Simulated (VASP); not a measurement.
Write the native input for VASP 6.6.1 that does the following.

```yaml
Task: single point
Functional: revPBE
Potentials_or_basis: VASP PAW PBE potentials, release 64 (Os)
Cutoff: 520 eV
k_mesh: 6 × 6 × 4
Occupations: fermi-dirac, width 0.05 eV
Spin: no spin polarisation
Dipole_correction: no
Further_INCAR_settings: ALGO = Normal; EDIFF = 1e-06; NBANDS = 15
```

The structure of Os lies in POSCAR:

```
Os
1.0
    2.7341000000      0.0000000000      0.0000000000
   -1.3670500000      2.3678000565      0.0000000000
    0.0000000000      0.0000000000      4.3197000000
Os
2
Direct
    0.6666666667      0.3333333333      0.7500000000
    0.3333333333      0.6666666667      0.2500000000
```

One way to write it, as run:

INCAR

```
PREC = Accurate
ENCUT = 520
EDIFF = 1E-6
ISMEAR = -1
SIGMA = 0.05
LREAL = F
LASPH = T
NELM = 100
ALGO = Normal
ISIF = 2
LWAVE = F
LCHARG = F
GGA = RE
NBANDS = 15
```

KPOINTS

```
Automatic mesh
0
Gamma
  6 6 4
```

Potentials or basis: VASP PAW PBE potentials, release 64 (Os).

The run is started by

```console
$ cat potpaw_PBE.64/Os/POTCAR > POTCAR
$ mpirun -np 1 vasp_std > vasp.out
```

It gave:

- Pressure: 12.2 GPa
- Band gap on the k mesh: zero (band 8 reaches 11.54 eV, above the bottom of band 9 at 7.96 eV)

Caveat: the k points lie up to 0.44 Å⁻¹ apart; the PAW data sets were made with another functional, which shifts forces and pressure a little; spin-orbit coupling is left out, which moves the levels of the heavy elements.

Wall time 12 s on 1 thread of Intel(R) Xeon(R) Platinum 8375C CPU @ 2.90GHz (Ice Lake) (shared host), peak memory 0.13 GiB.
